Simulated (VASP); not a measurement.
A run of VASP 6.6.1 is set up as follows.

The input POSCAR:

```
K
1.0
   -2.6222813453      2.6222813453      2.6222813453
    2.6222813453     -2.6222813453      2.6222813453
    2.6222813453      2.6222813453     -2.6222813453
K
1
Direct
    0.0000000000      0.0000000000      0.0000000000
```

The input INCAR.step1:

```
ALGO = Normal
EDIFF = 1E-5
ENCUT = 520
GGA = PE
ISIF = 2
ISMEAR = -1
LASPH = True
LCHARG = False
LREAL = False
LWAVE = True
NBANDS = 10
NELM = 60
PREC = Accurate
SIGMA = 0.1
```

INCAR.step2

```
ALGO = Normal
EDIFF = 1E-6
ENCUT = 520
GGA = PE
HFSCREEN = 0.2079
ISIF = 2
ISMEAR = -1
ISTART = 1
LASPH = True
LCHARG = False
LHFCALC = True
LREAL = False
LWAVE = False
NBANDS = 10
NELM = 60
PREC = Accurate
PRECFOCK = Normal
SIGMA = 0.1
```

KPOINTS

```
k-points
0
Gamma
  6 6 6
```

Potentials or basis: VASP PAW PBE potentials, release 64 (K_sv).

Command:

```sh
$ cat potpaw_PBE.64/K_sv/POTCAR > POTCAR
$ cp INCAR.step1 INCAR
$ mpirun -np 1 vasp_std > vasp.out
$ cp INCAR.step2 INCAR
$ mpirun -np 1 vasp_std > vasp.out
```

Problem. Predict the pressure.

Solution. 0.2 GPa.

Problem. What does it give for the band gap on the k mesh?

Solution. Zero (an odd number of electrons rules out a gap without spin polarisation).

Caveat: the PAW data sets were made with another functional, which shifts forces and pressure a little.
